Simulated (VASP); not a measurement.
# SbP (rocksalt type) (Fm-3m) in VASP: a series of runs

Runs on SbP (rocksalt type). Level: PBE. Tasks: electric field gradients.

Everything below comes from runs of VASP 6.6.1. Logs are shortened: lines on timing, memory, paths and dates and some standing lists are left out, and cuts for length are marked.

## 1. The cell of the first run

Symmetry: Fm-3m, No. 225, cubic system. The conventional cell has a = 5.635 Å, b = 5.635 Å, c = 5.635 Å, α = 90.00°, β = 90.00°, γ = 90.00°. Within 3.7 Å of Sb (site symmetry m-3m) lie 6 P at 2.82 Å. Within 3.7 Å of P (site symmetry m-3m) lie 6 Sb at 2.82 Å.

## 2. Electric field gradients, PBE

File INCAR:

```
SYSTEM = SbP
PREC = Accurate ; ENCUT = 520
EDIFF = 1E-8 ; ISMEAR = -1
SIGMA = 0.05 ; LREAL = .False.
LASPH = .True. ; NELM = 100
ALGO = Normal ; ISIF = 2
LWAVE = .False. ; LCHARG = .False.
GGA = PE ; LEFG = .True.
NBANDS = 12
```

File KPOINTS:

```
regular mesh
0
Gamma
  11 11 11
  0 0 0
```

File POSCAR:

```
SbP
1.0
    0.0000000000      2.8177321290      2.8177321290
    2.8177321290      0.0000000000      2.8177321290
    2.8177321290      2.8177321290      0.0000000000
Sb P
1 1
Direct
    0.0000000000      0.0000000000      0.0000000000
    0.5000000000      0.5000000000      0.5000000000
```

Potentials or basis: VASP PAW PBE potentials, release 64 (Sb, P).

Run with:

```sh
cat potpaw_PBE.64/Sb/POTCAR potpaw_PBE.64/P/POTCAR > POTCAR
mpirun -np 1 vasp_std > vasp.out
```

OUTCAR:

```text
SYSTEM = SbP
   PREC = Accurate
   ENCUT = 520
   EDIFF = 1E-8
   ISMEAR = -1
   LREAL = .False.
   LASPH = .True.
   NELM = 100
   ISIF = 2
   GGA = PE

 ion  position               nearest neighbor table
   1  0.000  0.000  0.000-   2 2.82   2 2.82   2 2.82   2 2.82   2 2.82   2 2.82
   2  0.500  0.500  0.500-   1 2.82   1 2.82   1 2.82   1 2.82   1 2.82   1 2.82

  LATTYP: Found a face centered cubic cell.
 ALAT       =     5.6354642580

  Lattice vectors:

 A1 = (   0.0000000000,   2.8177321290,   2.8177321290)
 A2 = (   2.8177321290,   0.0000000000,   2.8177321290)
 A3 = (   2.8177321290,   2.8177321290,   0.0000000000)

Analysis of symmetry for initial positions (statically):
=====================================================================
 Subroutine PRICEL returns:
 Original cell was already a primitive cell.

 Routine SETGRP: Setting up the symmetry group for a
 face centered cubic supercell.

 Subroutine GETGRP returns: Found 48 space group operations
 (whereof 48 operations were pure point group operations)
 out of a pool of 48 trial point group operations.

The static configuration has the point symmetry O_h .

Analysis of symmetry for dynamics (positions and initial velocities):
=====================================================================
 Subroutine PRICEL returns:
 Original cell was already a primitive cell.

 Routine SETGRP: Setting up the symmetry group for a
 face centered cubic supercell.

 Subroutine GETGRP returns: Found 48 space group operations
 (whereof 48 operations were pure point group operations)
 out of a pool of 48 trial point group operations.

The dynamic configuration has the point symmetry O_h .

 Subroutine INISYM returns: Found 48 space group operations
 (whereof 48 operations are pure point group operations),
 and found     1 'primitive' translations

----------------------------------------------------------------------------------------

                                     Primitive cell

  volume of cell :      44.7434

  direct lattice vectors                    reciprocal lattice vectors
     0.000000000  2.817732129  2.817732129    -0.177447670  0.177447670  0.177447670
     2.817732129  0.000000000  2.817732129     0.177447670 -0.177447670  0.177447670
     2.817732129  2.817732129  0.000000000     0.177447670  0.177447670 -0.177447670

  length of vectors
     3.984874992  3.984874992  3.984874992     0.307348380  0.307348380  0.307348380

  position of ions in fractional coordinates (direct lattice)
     0.000000000  0.000000000  0.000000000
     0.500000000  0.500000000  0.500000000

  ion indices of the primitive-cell ions
   primitive index   ion index
                 1           1
                 2           2

----------------------------------------------------------------------------------------

 KPOINTS: regular mesh

Automatic generation of k-mesh.
 Grid dimensions read from file:
 generate k-points for:   11   11   11

 Generating k-lattice:

  Cartesian coordinates                     Fractional coordinates (reciprocal lattice)
    -0.016131606  0.016131606  0.016131606     0.090909091  0.000000000  0.000000000
     0.016131606 -0.016131606  0.016131606     0.000000000  0.090909091  0.000000000
     0.016131606  0.016131606 -0.016131606     0.000000000  0.000000000  0.090909091

  Length of vectors
     0.027940762  0.027940762  0.027940762

  Shift w.r.t. Gamma in fractional coordinates (k-lattice)
     0.000000000  0.000000000  0.000000000

 Subroutine IBZKPT returns following result:
 ===========================================

 Found     56 irreducible k-points:

 Following reciprocal coordinates:
            Coordinates               Weight
  0.000000  0.000000  0.000000      1.000000
  0.090909  0.000000  0.000000      8.000000
  0.181818  0.000000  0.000000      8.000000
  0.272727  0.000000  0.000000      8.000000
  0.363636  0.000000  0.000000      8.000000
  0.454545  0.000000  0.000000      8.000000
[... 16 lines left out ...]
 -0.272727  0.181818  0.000000     24.000000
 -0.181818  0.181818  0.000000     12.000000
 [... further k-points ...]
   k-points           NKPTS =     56   k-points in BZ     NKDIM =     56   number of bands    NBANDS=     12
   number of dos      NEDOS =    301   number of ions     NIONS =      2
   total plane-waves  NPLWV =  27000
   dimension x,y,z NGX =    30 NGY =   30 NGZ =   30
   dimension x,y,z NGXF=    60 NGYF=   60 NGZF=   60
   ions per type =               1   1
   NGX,Y,Z   is equivalent  to a cutoff of  12.52, 12.52, 12.52 a.u.
   NGXF,Y,Z  is equivalent  to a cutoff of  25.03, 25.03, 25.03 a.u.
 SYSTEM =  SbP
   PREC   = accura    normal or accurate (medium, high low for compatibility)
   ISTART =      0    job   : 0-new  1-cont  2-samecut
   ICHARG =      2    charge: 1-file 2-atom 10-const
   ISPIN  =      1    spin polarized calculation?
   LNONCOLLINEAR =      F non collinear calculations
   LSORBIT =      F    spin-orbit coupling
   LASPH  =      T    aspherical Exc in radial PAW
   ENCUT  =  520.0 eV  38.22 Ry    6.18 a.u.   7.41  7.41  7.41*2*pi/ulx,y,z
   NELM   =    100;   NELMIN=  2; NELMDL= -5     # of ELM steps
   EDIFF  = 0.1E-07   stopping-criterion for ELM
   LREAL  =      F    real-space projection
   EDIFFG = 0.1E-06   stopping-criterion for IOM
   NSW    =      0    number of steps for IOM
   IBRION =     -1    ionic relax: 0-MD 1-quasi-New 2-CG
   NFREE  =      0    steps in history (QN), initial steepest desc. (CG)
   ISIF   =      2    stress and relaxation
   ISYM   =      2    0-nonsym 1-usesym 2-fastsym
   POTIM  = 0.5000    time-step for ionic-motion
   TEBEG  =    0.0;   TEEND  =   0.0 temperature during run
   PSTRESS=    0.0 pullay stress
   NELECT =      10.0000    total number of electrons
   NUPDOWN=      -1.0000    fix difference up-down
   EMIN   =  10.00;   EMAX   =-10.00  energy-range for DOS
   EFERMI =   0.00;   METHOD = LEGACY
   ISMEAR =    -1;   SIGMA  =   0.05  broadening in eV -4-tet -1-fermi 0-gaus
   EFERMI_NEDOS =   21; number of points for ismear=-14 and -15
   IALGO  =     38    algorithm
   IMIX   =      4    mixing-type and parameters
     AMIX     =   0.40;   BMIX     =  1.00
     AMIX_MAG =   1.60;   BMIX_MAG =  1.00
  volume/ion in A,a.u.               =      22.37       150.97
  Fermi-wavevector in a.u.,A,eV,Ry     =   0.993494  1.877431 13.429355  0.987030
  Thomas-Fermi vector in A             =   2.125379
   LORBIT       =      0    0 simple, 1 ext, 2 COOP (PROOUT), +10 PAW based schemes
   GGA     = PE    functional components
   LHFCALC =     F    Hartree Fock is set to
   AEXX    =    0.0000 exact exchange contribution
   IVDW    =     0    specifies the selected vdW correction
   LEPSILON=     F    determine dielectric tensor
   LRPA    =     F    only Hartree local field effects (RPA)
 non-spin polarized calculation
  energy-cutoff  :      520.00
  volume of cell :       44.74
 maximum number of plane-waves:      1243
 NGX is ok and might be reduce to    30
   NGX = 15   NGY = 15   NGZ = 15

 number of electron      10.0000001 magnetization

 Free energy of the ion-electron system (eV)
  ---------------------------------------------------
  ext. energy  EPLUGINS =         0.00000000
  ---------------------------------------------------
  free energy    TOTEN  =        -9.27219796 eV

  energy without entropy =       -9.26925296  energy(sigma->0) =       -9.27072546

 E-fermi :   7.9465     XC(G=0): -10.1982

 val. band max:        7.9375403356   @ k =   0.4545   0.0000   0.0000
 cond. band min:       8.0903278849   @ k =  -0.4545   0.1818   0.0909
 fundamental gap:      0.1527875493
 Fermi energy:         7.9464831241

 k-point     1 :       0.0000    0.0000    0.0000
  band No.  band energies     occupation
      1      -5.9046      2.00000
      2       3.9102      2.00000
      3       5.9396      2.00000
      4       5.9396      2.00000
      5       5.9396      2.00000
      6      11.9057      0.00000
      7      11.9057      0.00000
      8      11.9057      0.00000
      9      12.9314      0.00000
     10      12.9314      0.00000
     11      12.9314      0.00000
     12      15.0676      0.00000

 k-point     2 :       0.0909    0.0000    0.0000
  band No.  band energies     occupation
      1      -5.7972      2.00000
      2       3.2155      2.00000
      3       5.9512      2.00000
      4       5.9512      2.00000
      5       6.4190      2.00000
      6      11.2963      0.00000
      7      11.2963      0.00000
      8      11.4625      0.00000
      9      13.0105      0.00000
     10      13.1547      0.00000
     11      13.1547      0.00000
     12      15.8203      0.00000

 k-point     3 :       0.1818    0.0000    0.0000
  band No.  band energies     occupation
      1      -5.4764      2.00000
      2       1.9179      2.00000
      3       5.9997      2.00000
      4       5.9997      2.00000
      5       7.0797      2.00000
      6      10.2216      0.00000
      7      10.2216      0.00000
      8      10.6634      0.00000
      9      13.2738      0.00000
     10      13.7499      0.00000
     11      13.7499      0.00000
     12      17.3764      0.00000
[... 286 lines left out ...]
 k-point    23 :      -0.2727    0.1818    0.0000
  band No.  band energies     occupation
      1      -4.1250      2.00000
      2      -0.4445      2.00000
      3       3.7547      2.00000
      4       6.4930      2.00000
      5       7.3976      1.99997
      6       8.2290      0.00700
      7       9.2227      0.00000
      8      12.2390      0.00000
      9      14.4107      0.00000
     10      14.7289      0.00000
     11      17.6346      0.00000
     12      18.3632      0.00000

 k-point    24 :      -0.1818    0.1818    0.0000
  band No.  band energies     occupation
      1      -4.7755      2.00000
      2       0.5535      2.00000
      3       4.2158      2.00000
      4       6.8735      2.00000
      5       8.1772      0.01961
      6       8.2951      0.00187
      7       8.5976      0.00000
      8      12.0466      0.00000
      9      13.9010      0.00000
     10      13.9944      0.00000
     11      16.6995      0.00000
     12      16.8775      0.00000

 [... further k-points ...]

------------------------ aborting loop because EDIFF is reached ----------------------------------------

  FORCE on cell =-STRESS in cart. coord.  units (eV):
  Direction    XX          YY          ZZ          XY          YZ          ZX
  --------------------------------------------------------------------------------------
  -------------------------------------------------------------------------------------
  Total       -0.0304243     -0.0304243     -0.0304243     -0.0000000      0.0000000      0.0000000
  in kB       -1.0894368     -1.0894368     -1.0894368     -0.0000000      0.0000000      0.0000000
  external PRESSURE =      -1.0894368 kB  Pullay stress =       0.0000000 kB

 VOLUME and BASIS-vectors are now :
 -----------------------------------------------------------------------------
  energy-cutoff  :      520.00
  volume of cell :       44.74
      direct lattice vectors                 reciprocal lattice vectors
     0.000000000  2.817732129  2.817732129    -0.177447670  0.177447670  0.177447670
     2.817732129  0.000000000  2.817732129     0.177447670 -0.177447670  0.177447670
     2.817732129  2.817732129  0.000000000     0.177447670  0.177447670 -0.177447670

 POSITION                                       TOTAL-FORCE (eV/Angst)
 -----------------------------------------------------------------------------------
      0.00000      0.00000      0.00000         0.000000      0.000000     -0.000000
      2.81773      2.81773      2.81773         0.000000     -0.000000      0.000000
 -----------------------------------------------------------------------------------
    total drift:                               -0.000000     -0.000000      0.000000

  FREE ENERGIE OF THE ION-ELECTRON SYSTEM (eV)
  ---------------------------------------------------
  free  energy   TOTEN  =        -9.2721979599 eV

  energy  without entropy=       -9.2692529573  energy(sigma->0) =       -9.27072546

 Electric field gradients (V/A^2)
---------------------------------------------------------------------
 ion       V_xx      V_yy      V_zz      V_xy      V_xz      V_yz
---------------------------------------------------------------------
   1      -0.000     0.000    -0.000     0.000     0.000     0.000
   2       0.000     0.000     0.000    -0.000    -0.000    -0.000
---------------------------------------------------------------------

 Electric field gradients after diagonalization (V/A^2)
 (convention: |V_zz| > |V_xx| > |V_yy|)
----------------------------------------------------------------------
 ion       V_xx      V_yy      V_zz     asymmetry (V_yy - V_xx)/ V_zz
----------------------------------------------------------------------
   1      -0.000    -0.000     0.000       0.000
   2       0.000     0.000    -0.001       0.000
----------------------------------------------------------------------

           NMR quadrupolar parameters

 Cq : quadrupolar parameter    Cq=e*Q*V_zz/h
 eta: asymmetry parameters     (V_yy - V_xx)/ V_zz
 Q  : nuclear electric quadrupole moment in mb (millibarn)
----------------------------------------------------------------------
 ion       Cq(MHz)       eta       Q (mb)
----------------------------------------------------------------------
   1       0.000       0.000       1.000
   2      -0.000       0.000       1.000
----------------------------------------------------------------------
```

Wall time 30 s (1 thread of Intel Xeon Platinum 8488C (Sapphire Rapids), shared host); peak memory 0.18 GiB.

Results:

| Item | Value |
| --- | --- |
| Free energy | -9.2722 eV |
| Pressure | -0.1 GPa |
| Band gap on the k mesh | zero (band 5 reaches 8.18 eV, above the bottom of band 6 at 7.73 eV) |

Caveat: without QUAD_EFG the Cq values of the log hold for a quadrupole moment of 1 mb, not for the nuclei; spin-orbit coupling is left out, which moves the levels of the heavy elements.

## 3. Electric field gradients, PBE

File INCAR:

```
  ALGO = Normal
  EDIFF = 1E-8
  ENCUT = 520
  GGA = PE
  ISIF = 2
  ISMEAR = -1
  LASPH = True
  LCHARG = False
  LEFG = True
  LREAL = False
  LWAVE = False
  NBANDS = 12
  NELM = 60
  PREC = Accurate
  SIGMA = 0.05
```

File KPOINTS:

```
k-points
0
Gamma
  11 11 11
```

POSCAR is that of step 2.

Potentials or basis: VASP PAW PBE potentials, release 64 (Sb, P).

Run with:

```sh
cat potpaw_PBE.64/Sb/POTCAR potpaw_PBE.64/P/POTCAR > POTCAR
mpirun -np 1 vasp_std > vasp.out
```

OUTCAR:

```text
EDIFF = 1E-8
   ENCUT = 520
   GGA = PE
   ISIF = 2
   ISMEAR = -1
   LASPH = True
   LREAL = False
   NELM = 60
   PREC = Accurate

 ion  position               nearest neighbor table
   1  0.000  0.000  0.000-   2 2.82   2 2.82   2 2.82   2 2.82   2 2.82   2 2.82
   2  0.500  0.500  0.500-   1 2.82   1 2.82   1 2.82   1 2.82   1 2.82   1 2.82

  LATTYP: Found a face centered cubic cell.
 ALAT       =     5.6354642580

  Lattice vectors:

 A1 = (   0.0000000000,   2.8177321290,   2.8177321290)
 A2 = (   2.8177321290,   0.0000000000,   2.8177321290)
 A3 = (   2.8177321290,   2.8177321290,   0.0000000000)

Analysis of symmetry for initial positions (statically):
[... 570 lines left out ...]
  free  energy   TOTEN  =        -9.2721979599 eV

  energy  without entropy=       -9.2692529573  energy(sigma->0) =       -9.27072546

 Electric field gradients (V/A^2)
---------------------------------------------------------------------
 ion       V_xx      V_yy      V_zz      V_xy      V_xz      V_yz
---------------------------------------------------------------------
   1      -0.000     0.000    -0.000     0.000     0.000     0.000
   2       0.000     0.000     0.000    -0.000    -0.000    -0.000
---------------------------------------------------------------------

 Electric field gradients after diagonalization (V/A^2)
 (convention: |V_zz| > |V_xx| > |V_yy|)
----------------------------------------------------------------------
 ion       V_xx      V_yy      V_zz     asymmetry (V_yy - V_xx)/ V_zz
----------------------------------------------------------------------
   1      -0.000    -0.000     0.000       0.000
   2       0.000     0.000    -0.001       0.000
----------------------------------------------------------------------

           NMR quadrupolar parameters

 Cq : quadrupolar parameter    Cq=e*Q*V_zz/h
 eta: asymmetry parameters     (V_yy - V_xx)/ V_zz
 Q  : nuclear electric quadrupole moment in mb (millibarn)
----------------------------------------------------------------------
 ion       Cq(MHz)       eta       Q (mb)
----------------------------------------------------------------------
   1       0.000       0.000       1.000
   2      -0.000       0.000       1.000
----------------------------------------------------------------------
```

OSZICAR:

```text
N       E                     dE             d eps       ncg     rms          rms(c)
DAV:   1     0.258934201116E+02    0.25893E+02   -0.38329E+03  1344   0.661E+02
DAV:   2    -0.776834594985E+01   -0.33662E+02   -0.32256E+02  1804   0.110E+02
DAV:   3    -0.943338394283E+01   -0.16650E+01   -0.16527E+01  1672   0.240E+01
DAV:   4    -0.944740128011E+01   -0.14017E-01   -0.14015E-01  1536   0.265E+00
DAV:   5    -0.944752809034E+01   -0.12681E-03   -0.12681E-03  1708   0.264E-01    0.410E+00
DAV:   6    -0.926867327614E+01    0.17885E+00   -0.73953E-01  1480   0.293E+00    0.248E+00
DAV:   7    -0.927150536198E+01   -0.28321E-02   -0.68462E-02  1640   0.125E+00    0.115E+00
DAV:   8    -0.927212189054E+01   -0.61653E-03   -0.56691E-03  1532   0.363E-01    0.173E-01
DAV:   9    -0.927216026782E+01   -0.38377E-04   -0.94026E-04  1560   0.147E-01    0.680E-02
DAV:  10    -0.927219174364E+01   -0.31476E-04   -0.79909E-05  1664   0.562E-02    0.187E-02
DAV:  11    -0.927219794334E+01   -0.61997E-05   -0.16970E-05  1576   0.206E-02    0.386E-03
DAV:  12    -0.927219786784E+01    0.75503E-07   -0.10649E-06  1632   0.654E-03    0.326E-03
DAV:  13    -0.927219779605E+01    0.71795E-07   -0.59928E-08  1640   0.137E-03    0.134E-03
DAV:  14    -0.927219790857E+01   -0.11252E-06   -0.11388E-08  1032   0.468E-04    0.447E-04
DAV:  15    -0.927219795095E+01   -0.42377E-07   -0.34757E-09   852   0.275E-04    0.106E-04
DAV:  16    -0.927219795994E+01   -0.89884E-08   -0.22818E-10   804   0.104E-04
   1 F= -.92721980E+01 E0= -.92707255E+01  d E =-.294500E-02
```

stdout:

```text
POSCAR found type information on POSCAR SbP
 POSCAR found :  2 types and       2 ions
 scaLAPACK will be used
 LDA part: xc-table for (Slater+PW92), standard interpolation
 POSCAR, INCAR and KPOINTS ok, starting setup
 FFT: planning ... GRIDC
 FFT: planning ... GRID_SOFT
 FFT: planning ... GRID
 WAVECAR not read
 entering main loop
ion   1

ion   2
```

Wall time 36 s (1 thread of Intel Xeon Platinum 8488C (Sapphire Rapids), shared host); peak memory 0.18 GiB.

What came out:

| Quantity | Value |
| --- | --- |
| Free energy | -9.2722 eV |
| Pressure | -0.1 GPa |
| Band gap on the k mesh | zero (band 5 reaches 8.18 eV, above the bottom of band 6 at 7.73 eV) |

Levels at points of the mesh, in eV from the Fermi level:
```tsv
k point	band 2	band 3	band 4	band 5	band 6	band 7	band 8	band 9
(0.00, 0.00, 0.00)	-4.04	-2.01	-2.01	-2.01	3.96	3.96	3.96	4.98
```

Caveat: without QUAD_EFG the Cq values of the log hold for a quadrupole moment of 1 mb, not for the nuclei; spin-orbit coupling is left out, which moves the levels of the heavy elements.

[end of part 1 of 2]
